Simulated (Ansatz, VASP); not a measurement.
# One calculation of LiF, two programs

Contents of INCAR:

```
PREC = Accurate ; ENCUT = 520
EDIFF = 1E-6 ; ISMEAR = -1
SIGMA = 0.03 ; LREAL = F
LASPH = T ; NELM = 80
ALGO = Normal ; ISIF = 2
LWAVE = F ; LCHARG = F
NBANDS = 12
```

The input KPOINTS:

```
Automatic mesh
0
Gamma
  10 10 10
```

File POSCAR:

```
LiF
1.0
    0.0000000000      2.0140000000      1.9535800000
    2.0140000000      0.0000000000      1.9535800000
    2.0140000000      2.0140000000      0.0000000000
Li F
1 1
Direct
    0.0000000000      0.0000000000      0.0000000000
    0.5000000000      0.5000000000      0.5000000000
```

Input for Ansatz:

```yaml
crystal:
  lattice:
    - [0.0, 2.014, 1.95358]
    - [2.014, 0.0, 1.95358]
    - [2.014, 2.014, 0.0]
  atoms:
    - { symbol: Li, position: [0.0, 0.0, 0.0] }
    - { symbol: F, position: [0.5, 0.5, 0.5] }
kpoints:
  mp_grid: { grid: [10, 10, 10] }
  band_path:
    path:
      - [0.0, 0.0, 0.0]
      - [0.0, 0.5, 0.5]
      - [0.25, 0.75, 0.5]
      - [0.0, 0.5, 0.0]
      - [0.0, 0.0, 0.0]
      - [0.5, 0.5, 0.0]
      - [0.3828515251, 0.6171484749, 0.0]
      - [-0.3828515251, 0.3828515251, 0.0]
      - [0.0, 0.0, 0.0]
    npoints: 5
scf:
  occupations: { method: fermi_dirac, width: 0.03 }
hamiltonian:
  xc: lda
  pseudopotentials: { kind: all_electron, lapw: { basis_error: 0.001 } }
output:
  forces: true
  stress: true
  eigenvalues: true
```

Change from the starting cell: zz strain of -3 %.

Alike in both runs: task single point; functional LDA; k mesh 10 × 10 × 10; occupations fermi-dirac, width 0.03 eV; no spin polarisation.

|  | VASP | Ansatz |
| --- | --- | --- |
| version | VASP 6.6.1 | Ansatz 0.2.0 |
| potentials or method | VASP PAW LDA potentials, release 64 (Li_sv, F), cutoff 520 eV | all-electron LAPW, scalar-relativistic |

VASP gave:

| Item | Value |
| --- | --- |
| gap on the k mesh at the Fermi level (eV) | 9.09 |

Task: Estimate Ansatz's values.

Result: gap on the k mesh at the Fermi level (eV): 9.07.

LDA's correlation is that of Perdew and Zunger in VASP and of Perdew and Wang (1992) in Ansatz. Ansatz ran all-electron here, and VASP with PAW potentials.

Noted on VASP's run: the cutoff is short for stress, so the pressure is rough.
